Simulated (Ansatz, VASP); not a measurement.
C in VASP and in Ansatz

File INCAR:

```
ALGO = Normal ; EDIFF = 1E-7
ENCUT = 520 ; GGA = PS
ISIF = 2 ; ISMEAR = 0
LASPH = T ; LCHARG = F
LREAL = Auto ; LWAVE = F
NBANDS = 43 ; NELM = 100
PREC = Accurate ; SIGMA = 0.05
```

File KPOINTS:

```
k-points
0
Gamma
  6 6 6
```

The input POSCAR:

```
C
1.0
    0.0000000000      3.5537981836     -3.5537981836
   -3.5537981836      0.0000000000     -3.5537981836
   -3.5537981836      3.5537981836      0.0000000000
C
15
Direct
    0.2500000000      0.7500000000      0.2500000000
    0.7500000000      0.2500000000      0.2500000000
    0.2500000000      0.2500000000      0.2500000000
    0.7500000000      0.7500000000      0.7500000000
    0.2500000000      0.7500000000      0.7500000000
    0.7500000000      0.2500000000      0.7500000000
    0.2500000000      0.2500000000      0.7500000000
    0.8750000000      0.3750000000      0.3750000000
    0.3750000000      0.3750000000      0.3750000000
    0.9353102206      0.9353102206      0.2543795588
    0.3750000000      0.8750000000      0.3750000000
    0.8750000000      0.3750000000      0.8750000000
    0.3750000000      0.3750000000      0.8750000000
    0.8750000000      0.8750000000      0.8750000000
    0.3750000000      0.8750000000      0.8750000000
```

Input for Ansatz:

```yaml
crystal:
  lattice:
    - [0.0, 3.5537981836, -3.5537981836]
    - [-3.5537981836, 0.0, -3.5537981836]
    - [-3.5537981836, 3.5537981836, 0.0]
  atoms:
    - { symbol: C, position: [0.25, 0.75, 0.25] }
    - { symbol: C, position: [0.75, 0.25, 0.25] }
    - { symbol: C, position: [0.25, 0.25, 0.25] }
    - { symbol: C, position: [0.75, 0.75, 0.75] }
    - { symbol: C, position: [0.25, 0.75, 0.75] }
    - { symbol: C, position: [0.75, 0.25, 0.75] }
    - { symbol: C, position: [0.25, 0.25, 0.75] }
    - { symbol: C, position: [0.875, 0.375, 0.375] }
    - { symbol: C, position: [0.375, 0.375, 0.375] }
    - { symbol: C, position: [0.9353102206, 0.9353102206, 0.2543795588] }
    - { symbol: C, position: [0.375, 0.875, 0.375] }
    - { symbol: C, position: [0.875, 0.375, 0.875] }
    - { symbol: C, position: [0.375, 0.375, 0.875] }
    - { symbol: C, position: [0.875, 0.875, 0.875] }
    - { symbol: C, position: [0.375, 0.875, 0.875] }
basis:
  ecutwfc: 420
kpoints:
  mp_grid: { grid: [6, 6, 6] }
hamiltonian:
  xc: pbesol
  pseudopotentials: { kind: paw, azcp: { folder: soft_1 } }
scf:
  occupations: { method: gaussian, width: 0.05 }
output:
  forces: true
  stress: true
  eigenvalues: true
  write_density: true
  write_potential: true
  elf: true
  volumetric_format: npy
```

Change from the starting cell: C vacancy; atom 10 moved 0.000 of the way to it and -0.525 Å across, host rigid.

Alike in both runs: task single point; functional PBEsol; k mesh 6 × 6 × 6; occupations gaussian, width 0.05 eV; no spin polarisation.

|  | VASP | Ansatz |
| --- | --- | --- |
| version | VASP 6.6.1 | Ansatz 0.2.0 |
| potentials or method | VASP PAW PBE potentials, release 64 (C), cutoff 520 eV | scalar-relativistic, plane waves, PAW |
| valence electrons in the cell | 60 | 60 |

VASP gave:

```
gap on the k mesh at the Fermi level (eV)                     : none
pressure (GPa)                                                : 2.8
traceless stress, the component that is largest in VASP (GPa) : 10.89
rms of the force components (eV/Å)                            : 1.974
```

Problem. Which values does Ansatz return?

Solution. gap on the k mesh at the Fermi level (eV): none; pressure (GPa): 1.7; traceless stress, the component that is largest in VASP (GPa): 10.96; rms of the force components (eV/Å): 1.972.

VASP's potentials were made for PBE, not for PBEsol, and Ansatz warns of the same on its side. Atom by atom the forces differ by 0.018 eV/Å (rms over components). A gap of «none» marks a metal or a gap that the smearing closes.
